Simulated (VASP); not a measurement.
Li:

```
Li
1.0
     1.55050    0.89518    7.58830
    -1.55050    0.89518    7.58830
     0.00000   -1.79036    7.58830
Li
3
Cartesian
  1.5505 0.8952 7.5883
  0.0000 0.0000 5.0538
  0.0000 0.0000 17.7111
```

* Program: VASP 6.6.1
* Task: relaxation of cell and atoms
* Functional: LDA
* Potentials or basis: VASP PAW LDA potentials, release 64 (Li_sv)
* Cutoff: 600 eV
* k mesh: 12 × 12 × 12
* Occupations: fermi-dirac, width 0.1 eV
* Spin: no spin polarisation

At the start: pressure -1.4 GPa; volume 21.06 Å³/atom.

Problem. How do energy, volume and symmetry change on relaxing?

Solution. Over 4 steps the energy falls by 11.6 meV/atom and the volume is 18.67 Å³/atom (-11.4 %); space group R-3m (No. 166, to 0.1 Å) before and after.

Step by step:
```tsv
step	energy change (eV)	largest force (eV/Å)	pressure (GPa)	volume (Å³)
1	0.0000	0.0087	-1.44	63.19
2	-0.0140	0.0083	-1.16	61.48
3	-0.0334	0.0075	-0.34	57.49
4	-0.0349	0.0074	0.03	56.01
```

Final structure:
```
Li
1.0
     1.49102    0.86084    7.27339
    -1.49102    0.86084    7.27339
     0.00000   -1.72168    7.27339
Li
3
Cartesian
  0.0000 0.0000 0.0000
  0.0000 0.0000 4.8458
  0.0000 0.0000 16.9743
```

Caveat: the cutoff is under 1.25 times the usual one of these potentials, so pressure, stress and relaxed cells hold a basis-set (Pulay) error.
